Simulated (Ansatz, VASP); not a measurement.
**One calculation of AlGa3N4, two programs**

```xyz
8
Lattice="4.4653 0.0000 0.0000 0.0000 4.4653 0.0000 0.0000 0.0000 4.4653" Properties=species:S:1:pos:R:3 pbc="T T T"
Al    0.0000    0.0000    0.0000
Ga    2.2327    2.2327    0.0000
Ga    2.2327    0.0000    2.2327
Ga    0.0000    2.2327    2.2327
N     3.3729    3.3729    1.0924
N     3.3729    1.0924    3.3729
N     1.0924    3.3729    3.3729
N     1.0924    1.0924    1.0924
```

Alike in both runs: task single point; functional r2SCAN; k mesh 6 × 6 × 6; occupations gaussian, width 0.02 eV; no spin polarisation.

```csv
,VASP,Ansatz
version,VASP 6.6.1,Ansatz 0.2.0
potentials or method,"VASP PAW PBE potentials, release 64 (Al, Ga_d, N), cutoff 520 eV","scalar-relativistic, plane waves, PAW"
valence electrons in the cell,62,62
```

|  | VASP | Ansatz | Ansatz less VASP |
| --- | --- | --- | --- |
| gap on the k mesh at the Fermi level (eV) | 2.82 | 2.82 | -0.001 |
| least direct gap on the mesh (eV) | 2.82 | 2.82 | -0.001 |
| pressure (GPa) | 0.7 | 0.0 | -0.66 |
| rms of the force components (eV/Å) | 0.033 | 0.000 | -0.0325 |

VASP's potentials were made for PBE, not for r2SCAN. Atom by atom the forces differ by 0.033 eV/Å (rms over components).
